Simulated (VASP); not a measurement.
Wanted: the native input for a VASP 6.6.1 run.

| Property | Result |
| --- | --- |
| Task | single point |
| Functional | r2SCAN |
| Potentials or basis | VASP PAW PBE potentials, release 64 (Os) |
| Cutoff | 520 eV |
| k mesh | 15 × 15 × 4 |
| Occupations | fermi-dirac, width 0.1 eV |
| Spin | no spin polarisation |
| Dipole correction | no |
| Further INCAR settings | ALGO = Normal; EDIFF = 1e-06; NBANDS = 24 |

Os:

```
CELL_PARAMETERS angstrom
2.61216 0.00000 0.00000
-1.30608 2.26220 0.00000
0.00000 0.00000 8.38292
ATOMIC_POSITIONS crystal
Os 0.00000 0.00000 0.00000
Os 0.00000 0.00000 0.50000
Os 0.33333 0.66667 0.25000
Os 0.66667 0.33333 0.75000
```

One way to write it, as run:

POSCAR

```
Os
1.0
    2.6121615352      0.0000000000      0.0000000000
   -1.3060807676      2.2621982483      0.0000000000
    0.0000000000      0.0000000000      8.3829165059
Os
4
Direct
    1.0000000000      0.0000000000      0.0000000000
    1.0000000000      0.0000000000      0.5000000000
    0.3333333333      0.6666666667      0.2500000000
    0.6666666667      0.3333333333      0.7500000000
```

INCAR.step1

```
PREC = Accurate
ENCUT = 520
ISMEAR = -1
SIGMA = 0.1
LREAL = False
LASPH = True
NELM = 100
NBANDS = 24
GGA = PE
ALGO = Normal
EDIFF = 1E-4
LWAVE = True
LCHARG = False
```

INCAR.step2

```
PREC = Accurate
ENCUT = 520
EDIFF = 1E-6
ISMEAR = -1
SIGMA = 0.1
LREAL = False
LASPH = True
NELM = 100
ALGO = Normal
ISIF = 2
LWAVE = False
LCHARG = True
METAGGA = R2SCAN
LMIXTAU = True
LELF = True
LVHAR = True
NBANDS = 24
ISTART = 1
```

KPOINTS

```
Automatic mesh
0
Gamma
  15 15 4
```

Potentials or basis: VASP PAW PBE potentials, release 64 (Os).

The run is started by

```console
$ cat potpaw_PBE.64/Os/POTCAR > POTCAR
$ cp INCAR.step1 INCAR
$ mpirun -np 1 vasp_std > vasp.out
$ cp INCAR.step2 INCAR
$ mpirun -np 1 vasp_std > vasp.out
```

It gave:

The pressure is 76.1 GPa and the band gap on the k mesh is zero (bands 16 and 17 overlap by 4.52 eV).

Caveat: the cell stands under pressure; the PAW data sets were made with another functional, which shifts forces and pressure a little; spin-orbit coupling is left out, which moves the levels of the heavy elements.

Run time: 2.7 min on 1 thread of Intel(R) Xeon(R) 6975P-C (Granite Rapids), with other jobs on the host, peak memory 0.21 GiB.
